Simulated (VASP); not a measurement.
Input of a VASP 6.6.1 run:

File INCAR:

```
PREC = Accurate ; ENCUT = 600
EDIFF = 1E-6 ; ISMEAR = 0
SIGMA = 0.1 ; LREAL = False
LASPH = True ; NELM = 100
ALGO = Normal ; ISIF = 3
LWAVE = False ; LCHARG = False
GGA = PE ; IBRION = 2
NSW = 100 ; EDIFFG = -0.01
```

KPOINTS

```
regular mesh
0
Gamma
  10 10 16
```

POSCAR

```
Si3Sn
1.0
    2.9792302400     -4.0349271000      0.0000000000
    2.9792302400      4.0349271000      0.0000000000
    0.0000000000      0.0000000000      3.0637960400
Si Sn
3 1
Direct
    0.0000000000      0.0000000000      0.0000000000
    0.0000000000      0.5000000000      0.5000000000
    0.5000000000      0.0000000000      0.5000000000
    0.5000000000      0.5000000000      0.0000000000
```

Potentials or basis: VASP PAW PBE potentials, release 64 (Si, Sn_d).

Run with:

```sh
$ cat potpaw_PBE.64/Si/POTCAR potpaw_PBE.64/Sn_d/POTCAR > POTCAR
$ mpirun -np 1 vasp_std > vasp.out
```

**Question.** What does it give for the relaxed volume?

**Answer.** 18.37 Å³/atom.

**Question.** Estimate the relaxed cell.

**Answer.** a = 4.558 Å, b = 4.558 Å, c = 3.587 Å, α = 90.00°, β = 90.00°, γ = 99.64°.

**Question.** Predict the space group after relaxing (to 0.1 Å).

**Answer.** Cmmm (No. 65).

Final structure:
```
Si Sn
1.0
     2.94106   -3.48281    0.00000
     2.94106    3.48281    0.00000
     0.00000    0.00000    3.58747
Si Sn
3 1
Direct
  0.00000 0.00000 0.00000
  0.00000 0.50000 0.50000
  0.50000 0.00000 0.50000
  0.50000 0.50000 0.00000
```

Caveat: the highest band is partly filled, so the run has too few bands; a cell axis changed by over 15 % at a fixed basis, so the end point is rough.
